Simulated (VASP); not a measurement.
Si, 2 atoms in the cell. Symmetry: Fd-3m, No. 227, cubic system. The conventional cell has a = 5.470 Å, b = 5.470 Å, c = 5.470 Å, α = 90.00°, β = 90.00°, γ = 90.00°. Si (site symmetry -43m) has 4 Si at 2.37 Å within 3.1 Å. 

| Property | Result |
| --- | --- |
| Program | VASP 6.6.1 |
| Task | vibrations by perturbation theory |
| Functional | PBE |
| Potentials or basis | VASP PAW PBE potentials, release 64 (Si) |
| Cutoff | 520 eV |
| k mesh | 8 × 8 × 8 |
| Occupations | gaussian, width 0.01 eV |
| Spin | no spin polarisation |
| Dipole correction | no |
| Further INCAR settings | ALGO = Normal; EDIFF = 1e-08; NBANDS = 11; IBRION = 8; NSW = 1 |

Potentials or basis: VASP PAW PBE potentials, release 64 (Si).

Run with:

```bash
$ cat potpaw_PBE.64/Si/POTCAR > POTCAR
$ mpirun -np 1 vasp_std > vasp.out
```

Hardware: 1 thread of AMD EPYC 7R13 Processor (Zen 3) (shared host).

Question: How long does it take, and how much memory?

Answer: Wall time 2.7 min on 1 thread of AMD EPYC 7R13 Processor (Zen 3), on a shared host, peak memory 0.21 GiB. Counts: scf iterations 120, k points 29.
